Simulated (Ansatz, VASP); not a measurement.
# Two plane-wave programs on FeNi2

Contents of INCAR:

```
ALGO = Fast
EDIFF = 1E-6
ENCUT = 520
GGA = PE
ISIF = 2
ISMEAR = 0
ISPIN = 2
LASPH = T
LCHARG = T
LELF = T
LMAXMIX = 4
LORBIT = 11
LREAL = F
LVHAR = T
LWAVE = F
MAGMOM = 4 4 2 2 2 2
NBANDS = 41
NELM = 150
PREC = Accurate
SIGMA = 0.1
```

KPOINTS

```
k-points
0
Gamma
  4 4 4
```

POSCAR

```
FeNi2
1.0
    0.0000000000      3.2750790100      3.2750790100
    3.2750790100      0.0000000000      3.2750790100
    3.2750790100      3.2750790100      0.0000000000
Fe Ni
2 4
Direct
    0.2500000000      0.2500000000      0.2500000000
    0.0000000000      0.0000000000      0.0000000000
    0.6250000000      0.6250000000      0.1250000000
    0.6250000000      0.1250000000      0.6250000000
    0.1250000000      0.6250000000      0.6250000000
    0.6250000000      0.6250000000      0.6250000000
```

Input for Ansatz:

```yaml
crystal:
  lattice:
    - [0.0, 3.27507901, 3.27507901]
    - [3.27507901, 0.0, 3.27507901]
    - [3.27507901, 3.27507901, 0.0]
  atoms:
    - { symbol: Fe, position: [0.25, 0.25, 0.25], spin: 4.0 }
    - { symbol: Fe, position: [0.0, 0.0, 0.0], spin: 4.0 }
    - { symbol: Ni, position: [0.625, 0.625, 0.125], spin: 2.0 }
    - { symbol: Ni, position: [0.625, 0.125, 0.625], spin: 2.0 }
    - { symbol: Ni, position: [0.125, 0.625, 0.625], spin: 2.0 }
    - { symbol: Ni, position: [0.625, 0.625, 0.625], spin: 2.0 }
basis:
  ecutwfc: 420
kpoints:
  mp_grid: { grid: [4, 4, 4] }
hamiltonian:
  xc: pbe
scf:
  occupations: { method: gaussian, width: 0.1 }
  lower_state_search: "off"
output:
  forces: true
  stress: true
  eigenvalues: true
  populations: true
magnetization:
  spin_polarized: true
```

Alike in both runs: task single point; functional PBE; k mesh 4 × 4 × 4; occupations gaussian, width 0.1 eV; collinear spin.

|  | VASP | Ansatz |
| --- | --- | --- |
| version | VASP 6.6.1 | Ansatz 0.2.0 |
| potentials or method | VASP PAW PBE potentials, release 64 (Fe, Ni), cutoff 520 eV | scalar-relativistic, plane waves, PAW |
| valence electrons in the cell | 56 | 104 |

VASP gave:

* gap on the k mesh at the Fermi level (eV): none
* pressure (GPa): 0.8
* net moment per atom (μB): 1.43
* size of the moment on the site where the two differ most (μB): 0.65

**Question.** Which values does Ansatz return?

**Answer.** gap on the k mesh at the Fermi level (eV): none; pressure (GPa): 1.1; net moment per atom (μB): 1.44; size of the moment on the site where the two differ most (μB): 0.73.

Site moments also hang on the region over which each program counts them. A gap of «none» marks a metal or a gap that the smearing closes. VASP's potentials hold 56 valence electrons a cell and Ansatz's 104, so a difference there can come from the potentials and not from the codes.

The k mesh is coarse, so the values compare programs but aren't converged.
